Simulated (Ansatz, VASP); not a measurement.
**SnO in VASP and in Ansatz**

File INCAR:

```
  PREC = Accurate
  ENCUT = 520
  EDIFF = 1E-7
  ISMEAR = 0
  SIGMA = 0.05
  LREAL = False
  LASPH = True
  NELM = 100
  ALGO = Normal
  ISIF = 2
  LWAVE = False
  LCHARG = False
  GGA = CA
  NBANDS = 50
```

KPOINTS

```
regular mesh
0
Gamma
  6 8 3
```

Contents of POSCAR:

```
SnO
1.0
    0.0000000000      0.0000000000     -4.2219700000
   -3.3550050000      0.0000000000      0.0000000000
    0.0000000000     11.3482080000     -0.4221970000
Sn O
4 4
Direct
    0.4002605500      0.0000000000      0.8659545000
    0.4502605500      0.0000000000      0.3659545000
    0.9734514500      0.5000000000      0.1340455000
    0.9234514500      0.5000000000      0.6340455000
    0.2435805000      0.0000000000      0.1956250000
    0.1935805000      0.0000000000      0.6956250000
    0.6827055000      0.5000000000      0.8043750000
    0.7327055000      0.5000000000      0.3043750000
```

Input for Ansatz:

```yaml
crystal:
  lattice:
    - [0.0, 0.0, -4.22197]
    - [-3.355005, 0.0, 0.0]
    - [0.0, 11.348208, -0.422197]
  atoms:
    - { symbol: Sn, position: [0.40026055, 0.0, 0.8659545] }
    - { symbol: Sn, position: [0.45026055, 0.0, 0.3659545] }
    - { symbol: Sn, position: [0.97345145, 0.5, 0.1340455] }
    - { symbol: Sn, position: [0.92345145, 0.5, 0.6340455] }
    - { symbol: O, position: [0.2435805, 0.0, 0.195625] }
    - { symbol: O, position: [0.1935805, 0.0, 0.695625] }
    - { symbol: O, position: [0.6827055, 0.5, 0.804375] }
    - { symbol: O, position: [0.7327055, 0.5, 0.304375] }
basis:
  ecutwfc: 420
kpoints:
  mp_grid: { grid: [6, 8, 3] }
hamiltonian:
  xc: lda
scf:
  occupations: { method: gaussian, width: 0.05 }
output:
  forces: true
  stress: true
  eigenvalues: true
```

Alike in both runs: task single point; functional LDA; k mesh 6 × 8 × 3; occupations gaussian, width 0.05 eV; no spin polarisation.

|  | VASP | Ansatz |
| --- | --- | --- |
| version | VASP 6.6.1 | Ansatz 0.2.0 |
| potentials or method | VASP PAW LDA potentials, release 64 (Sn_d, O), cutoff 520 eV | scalar-relativistic, plane waves, PAW |
| valence electrons in the cell | 80 | 80 |

VASP gave:

```
gap on the k mesh at the Fermi level (eV)                     : 1.32
least direct gap on the mesh (eV)                             : 1.86
pressure (GPa)                                                : -5.1
traceless stress, the component that is largest in VASP (GPa) : -0.90
rms of the force components (eV/Å)                            : 0.288
```

What did Ansatz give for the same quantities?

gap on the k mesh at the Fermi level (eV): 1.35; least direct gap on the mesh (eV): 1.89; pressure (GPa): -5.4; traceless stress, the component that is largest in VASP (GPa): -0.92; rms of the force components (eV/Å): 0.328.

LDA's correlation is that of Perdew and Zunger in VASP and of Perdew and Wang (1992) in Ansatz. Atom by atom the forces differ by 0.041 eV/Å (rms over components).
